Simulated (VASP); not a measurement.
# MoS2 (P6_3/mmc) in VASP: single point with PBEsol

Aim: the single point of MoS2 with PBEsol.

Program: VASP 6.6.1. These are calculated values, not measurements. Logs are shortened: lines on timing, memory, paths and dates and some standing lists are left out, and cuts for length are marked.

**Measured values to compare with.**

From “Multiwavelength excitation Raman Scattering Analysis of bulk and 2 dimensional MoS2: Vibrational properties of atomically thin MoS2 layers”, 2015, arxiv:1506.03228, for a bulk crystal of MoS2 at 300 K: band gap 1.3 eV (indirect).

The results are compared with them further down.

## 1. The cell of the first run

Symmetry: P6_3/mmc, No. 194, hexagonal system. The conventional cell has a = 3.141 Å, b = 3.141 Å, c = 12.579 Å, α = 90.00°, β = 90.00°, γ = 120.00°. Within 3.2 Å of Mo (site symmetry -6m2) lie 6 S at 2.39 Å and 6 Mo at 3.14 Å. Within 3.2 Å of S (site symmetry 3m) lie 3 Mo at 2.39 Å and 7 S at 3.12 to 3.14 Å.

## 2. Single point, PBEsol

Input file INCAR:

```
SYSTEM = MoS2
ALGO     = Normal         ! electronic algorithm
EDIFF    = 1E-6           ! SCF threshold, eV
ENCUT    = 520            ! plane-wave cutoff, eV
GGA      = PS             ! functional
ISIF     = 2              ! what is computed and relaxed
ISMEAR   = 0              ! smearing method
LASPH    = .True.         ! aspherical terms in the spheres
LCHARG   = .False.        ! write CHGCAR
LREAL    = .False.        ! projectors in reciprocal space
LWAVE    = .False.        ! write WAVECAR
NBANDS   = 35             ! bands
NELM     = 60             ! most SCF steps
PREC     = Accurate       ! precision mode
SIGMA    = 0.02           ! smearing width, eV
```

Input file KPOINTS:

```
k-points
0
Gamma
  12 12 4
  0 0 0
```

Input file POSCAR:

```
MoS2
1.0
    3.1414322091      0.0000000000      0.0000000000
   -1.5707161046      2.7205600974      0.0000000000
    0.0000000000      0.0000000000     12.5788195382
Mo S
2 4
Direct
    0.3333333333      0.6666666667      0.2500000000
    0.6666666667      0.3333333333      0.7500000000
    0.3333333333      0.6666666667      0.6260538423
    0.6666666667      0.3333333333      0.1260538423
    0.3333333333      0.6666666667      0.8739461577
    0.6666666667      0.3333333333      0.3739461577
```

Potentials or basis: VASP PAW PBE potentials, release 64 (Mo_sv, S).

On the command line:

```
cat potpaw_PBE.64/Mo_sv/POTCAR potpaw_PBE.64/S/POTCAR > POTCAR
mpirun -np 1 vasp_std > vasp.out
```

OUTCAR:

```text
SYSTEM = MoS2
   EDIFF = 1E-6
   ENCUT = 520
   GGA = PS
   ISIF = 2
   ISMEAR = 0
   LASPH = .True.
   LREAL = .False.
   NELM = 60
   PREC = Accurate

 ion  position               nearest neighbor table
   1  0.333  0.667  0.250-   4 2.39   6 2.39   4 2.39   6 2.39   4 2.39   6 2.39
   2  0.667  0.333  0.750-   3 2.39   5 2.39   3 2.39   5 2.39   3 2.39   5 2.39
   3  0.333  0.667  0.626-   2 2.39   2 2.39   2 2.39
   4  0.667  0.333  0.126-   1 2.39   1 2.39   1 2.39
   5  0.333  0.667  0.874-   2 2.39   2 2.39   2 2.39
   6  0.667  0.333  0.374-   1 2.39   1 2.39   1 2.39

  LATTYP: Found a hexagonal cell.
 ALAT       =     3.1414322091
 C/A-ratio  =     4.0041671126

  Lattice vectors:

 A1 = (   3.1414322091,   0.0000000000,   0.0000000000)
 A2 = (  -1.5707161046,   2.7205600974,   0.0000000000)
 A3 = (   0.0000000000,   0.0000000000,  12.5788195382)

Analysis of symmetry for initial positions (statically):
=====================================================================
 Subroutine PRICEL returns:
 Original cell was already a primitive cell.

 Routine SETGRP: Setting up the symmetry group for a
 hexagonal supercell.

 Subroutine GETGRP returns: Found 24 space group operations
 (whereof 12 operations were pure point group operations)
 out of a pool of 24 trial point group operations.

The static configuration has the point symmetry D_3d.
 The point group associated with its full space group is D_6h.

Analysis of symmetry for dynamics (positions and initial velocities):
=====================================================================
 Subroutine PRICEL returns:
 Original cell was already a primitive cell.

 Routine SETGRP: Setting up the symmetry group for a
 hexagonal supercell.

 Subroutine GETGRP returns: Found 24 space group operations
 (whereof 12 operations were pure point group operations)
 out of a pool of 24 trial point group operations.

The dynamic configuration has the point symmetry D_3d.
 The point group associated with its full space group is D_6h.

 Subroutine INISYM returns: Found 24 space group operations
 (whereof 12 operations are pure point group operations),
 and found     1 'primitive' translations

----------------------------------------------------------------------------------------

                                     Primitive cell

  volume of cell :     107.5043

  direct lattice vectors                    reciprocal lattice vectors
     3.141432209  0.000000000  0.000000000     0.318326143  0.183785685  0.000000000
    -1.570716105  2.720560097  0.000000000     0.000000000  0.367571369  0.000000000
     0.000000000  0.000000000 12.578819538     0.000000000  0.000000000  0.079498716

  length of vectors
     3.141432209  3.141432209 12.578819538     0.367571369  0.367571369  0.079498716

  position of ions in fractional coordinates (direct lattice)
     0.333333333  0.666666667  0.250000000
     0.666666667  0.333333333  0.750000000
     0.333333333  0.666666667  0.626053842
     0.666666667  0.333333333  0.126053842
     0.333333333  0.666666667  0.873946158
     0.666666667  0.333333333  0.373946158

  ion indices of the primitive-cell ions
   primitive index   ion index
                 1           1
                 2           2
                 3           3
                 4           4
                 5           5
                 6           6

----------------------------------------------------------------------------------------

 KPOINTS: k-points

Automatic generation of k-mesh.
 Grid dimensions read from file:
 generate k-points for:   12   12    4

 Generating k-lattice:

  Cartesian coordinates                     Fractional coordinates (reciprocal lattice)
     0.026527179  0.015315474  0.000000000     0.083333333  0.000000000  0.000000000
     0.000000000  0.030630947  0.000000000     0.000000000  0.083333333  0.000000000
     0.000000000  0.000000000  0.019874679     0.000000000  0.000000000  0.250000000

  Length of vectors
     0.030630947  0.030630947  0.019874679

  Shift w.r.t. Gamma in fractional coordinates (k-lattice)
     0.000000000  0.000000000  0.000000000

 Subroutine IBZKPT returns following result:
 ===========================================

 Found     57 irreducible k-points:

 Following reciprocal coordinates:
            Coordinates               Weight
  0.000000  0.000000  0.000000      1.000000
  0.083333 -0.000000  0.000000      6.000000
  0.166667  0.000000  0.000000      6.000000
  0.250000  0.000000  0.000000      6.000000
  0.333333 -0.000000  0.000000      6.000000
  0.416667 -0.000000  0.000000      6.000000
[... 16 lines left out ...]
  0.250000  0.000000  0.250000     12.000000
  0.333333 -0.000000  0.250000     12.000000
 [... further k-points ...]
   k-points           NKPTS =     57   k-points in BZ     NKDIM =     57   number of bands    NBANDS=     35
   number of dos      NEDOS =    301   number of ions     NIONS =      6
   total plane-waves  NPLWV =  55296
   dimension x,y,z NGX =    24 NGY =   24 NGZ =   96
   dimension x,y,z NGXF=    48 NGYF=   48 NGZF=  192
   ions per type =               2   4
   NGX,Y,Z   is equivalent  to a cutoff of  12.70, 12.70, 12.69 a.u.
   NGXF,Y,Z  is equivalent  to a cutoff of  25.40, 25.40, 25.38 a.u.
 SYSTEM =  MoS2
   PREC   = accura    normal or accurate (medium, high low for compatibility)
   ISTART =      0    job   : 0-new  1-cont  2-samecut
   ICHARG =      2    charge: 1-file 2-atom 10-const
   ISPIN  =      1    spin polarized calculation?
   LNONCOLLINEAR =      F non collinear calculations
   LSORBIT =      F    spin-orbit coupling
   LASPH  =      T    aspherical Exc in radial PAW
   ENCUT  =  520.0 eV  38.22 Ry    6.18 a.u.   5.84  5.84 23.39*2*pi/ulx,y,z
   NELM   =     60;   NELMIN=  2; NELMDL= -5     # of ELM steps
   EDIFF  = 0.1E-05   stopping-criterion for ELM
   LREAL  =      F    real-space projection
   EDIFFG = 0.1E-04   stopping-criterion for IOM
   NSW    =      0    number of steps for IOM
   IBRION =     -1    ionic relax: 0-MD 1-quasi-New 2-CG
   NFREE  =      0    steps in history (QN), initial steepest desc. (CG)
   ISIF   =      2    stress and relaxation
   ISYM   =      2    0-nonsym 1-usesym 2-fastsym
   POTIM  = 0.5000    time-step for ionic-motion
   TEBEG  =    0.0;   TEEND  =   0.0 temperature during run
   PSTRESS=    0.0 pullay stress
   NELECT =      52.0000    total number of electrons
   NUPDOWN=      -1.0000    fix difference up-down
   EMIN   =  10.00;   EMAX   =-10.00  energy-range for DOS
   EFERMI =   0.00;   METHOD = LEGACY
   ISMEAR =     0;   SIGMA  =   0.02  broadening in eV -4-tet -1-fermi 0-gaus
   EFERMI_NEDOS =   21; number of points for ismear=-14 and -15
   IALGO  =     38    algorithm
   IMIX   =      4    mixing-type and parameters
     AMIX     =   0.40;   BMIX     =  1.00
     AMIX_MAG =   1.60;   BMIX_MAG =  1.00
  volume/ion in A,a.u.               =      17.92       120.91
  Fermi-wavevector in a.u.,A,eV,Ry     =   1.285091  2.428470 22.469472  1.651460
  Thomas-Fermi vector in A             =   2.417246
   LORBIT       =      0    0 simple, 1 ext, 2 COOP (PROOUT), +10 PAW based schemes
   GGA     = PS    functional components
   LHFCALC =     F    Hartree Fock is set to
   AEXX    =    0.0000 exact exchange contribution
   IVDW    =     0    specifies the selected vdW correction
   LEPSILON=     F    determine dielectric tensor
   LRPA    =     F    only Hartree local field effects (RPA)
 non-spin polarized calculation
 Gauss-broadening in eV      SIGMA  =   0.02
  energy-cutoff  :      520.00
  volume of cell :      107.50
 maximum number of plane-waves:      2922
 NGX is ok and might be reduce to    24
   NGX = 11   NGY = 11   NGZ = 47

 number of electron      52.0000003 magnetization

 Free energy of the ion-electron system (eV)
  ---------------------------------------------------
  ext. energy  EPLUGINS =         0.00000000
  ---------------------------------------------------
  free energy    TOTEN  =       -46.90576851 eV

  energy without entropy =      -46.90576851  energy(sigma->0) =      -46.90576851

 E-fermi :   7.5195     XC(G=0): -10.9247

 val. band max:        7.2600513105   @ k =   0.0000   0.0000   0.0000
 cond. band min:       8.2548715334   @ k =   0.1667   0.1667   0.0000
 fundamental gap:      0.9948202230
 Fermi energy:         7.5195244928

 k-point     1 :       0.0000    0.0000    0.0000
  band No.  band energies     occupation
      1     -54.0229      2.00000
      2     -54.0229      2.00000
      3     -28.2343      2.00000
      4     -28.2342      2.00000
      5     -27.9716      2.00000
      6     -27.9716      2.00000
[... 27 lines left out ...]
     34       9.8961      0.00000
     35      12.9524      0.00000

 k-point     2 :       0.0833   -0.0000    0.0000
  band No.  band energies     occupation
      1     -54.0198      2.00000
      2     -54.0198      2.00000
      3     -28.2284      2.00000
      4     -28.2283      2.00000
      5     -28.0014      2.00000
      6     -28.0014      2.00000
[... 27 lines left out ...]
     34       9.7805      0.00000
     35      13.4633      0.00000

 k-point     3 :       0.1667    0.0000    0.0000
  band No.  band energies     occupation
      1     -54.0116      2.00000
      2     -54.0116      2.00000
      3     -28.2123      2.00000
      4     -28.2122      2.00000
      5     -28.0822      2.00000
      6     -28.0822      2.00000
[... 27 lines left out ...]
     34      10.2352      0.00000
     35      14.4489      0.00000
[... 723 lines left out ...]
 k-point    23 :       0.2500    0.0000    0.2500
  band No.  band energies     occupation
      1     -54.0003      2.00000
      2     -54.0002      2.00000
      3     -28.1908      2.00000
      4     -28.1908      2.00000
      5     -28.1902      2.00000
      6     -28.1902      2.00000
[... 27 lines left out ...]
     34      10.6864      0.00000
     35      14.6962      0.00000

 k-point    24 :       0.3333   -0.0000    0.2500
  band No.  band energies     occupation
      1     -53.9889      2.00000
      2     -53.9889      2.00000
      3     -28.2977      2.00000
      4     -28.2977      2.00000
      5     -28.1681      2.00000
      6     -28.1681      2.00000
[... 27 lines left out ...]
     34      11.0240      0.00000
     35      14.0374      0.00000

 [... further k-points ...]
[... 5 lines left out ...]
  --------------------------------------------------------------------------------------
  -------------------------------------------------------------------------------------
  Total       -0.0113397     -0.0113397     -0.0373292      0.0000000      0.0000000      0.0000000
  in kB       -0.1689994     -0.1689994     -0.5563306      0.0000000      0.0000000      0.0000000
  external PRESSURE =      -0.2981098 kB  Pullay stress =       0.0000000 kB

 VOLUME and BASIS-vectors are now :
 -----------------------------------------------------------------------------
  energy-cutoff  :      520.00
  volume of cell :      107.50
      direct lattice vectors                 reciprocal lattice vectors
     3.141432209  0.000000000  0.000000000     0.318326143  0.183785685  0.000000000
    -1.570716105  2.720560097  0.000000000     0.000000000  0.367571369  0.000000000
     0.000000000  0.000000000 12.578819538     0.000000000  0.000000000  0.079498716

 POSITION                                       TOTAL-FORCE (eV/Angst)
 -----------------------------------------------------------------------------------
     -0.00000      1.81371      3.14470         0.000000      0.000000     -0.000000
      1.57072      0.90685      9.43411        -0.000000      0.000000     -0.000000
     -0.00000      1.81371      7.87502         0.000000     -0.000000     -0.000025
      1.57072      0.90685      1.58561        -0.000000      0.000000     -0.000025
     -0.00000      1.81371     10.99321         0.000000     -0.000000      0.000025
      1.57072      0.90685      4.70380         0.000000      0.000000      0.000025
 -----------------------------------------------------------------------------------
    total drift:                               -0.000000      0.000000     -0.000000

  FREE ENERGIE OF THE ION-ELECTRON SYSTEM (eV)
  ---------------------------------------------------
  free  energy   TOTEN  =       -46.9057685133 eV

  energy  without entropy=      -46.9057685133  energy(sigma->0) =      -46.90576851
```

Wall time 2.6 min (1 thread of Intel Xeon Platinum 8259CL at 2.50GHz (Skylake/Cascade Lake), shared host); peak memory 0.32 GiB.

Results:

* Free energy: -46.9058 eV
* Pressure: 0.0 GPa
* Band gap on the k mesh: 0.99 eV (least direct gap 1.75 eV)

Caveat: the PAW data sets were made with another functional, which shifts forces and pressure a little; this functional lacks dispersion, which binds layers or chains, so the pressure and a relaxed spacing across them are unreliable.

## 3. How close it comes

Step 2. Against the measured gap of MoS2, 1.3 eV (indirect; 300 K; “Multiwavelength excitation Raman Scattering Analysis of bulk and 2 dimensional MoS2: Vibrational properties of atomically thin MoS2 layers”, 2015, arxiv:1506.03228), the calculated 0.99 eV is off by -0.31 eV. Spin-orbit coupling on Mo is left out. The value is that of PBEsol on a finite k mesh, which can miss the band edges, without temperature or zero-point motion. Semilocal functionals fall short of measured gaps as a rule.
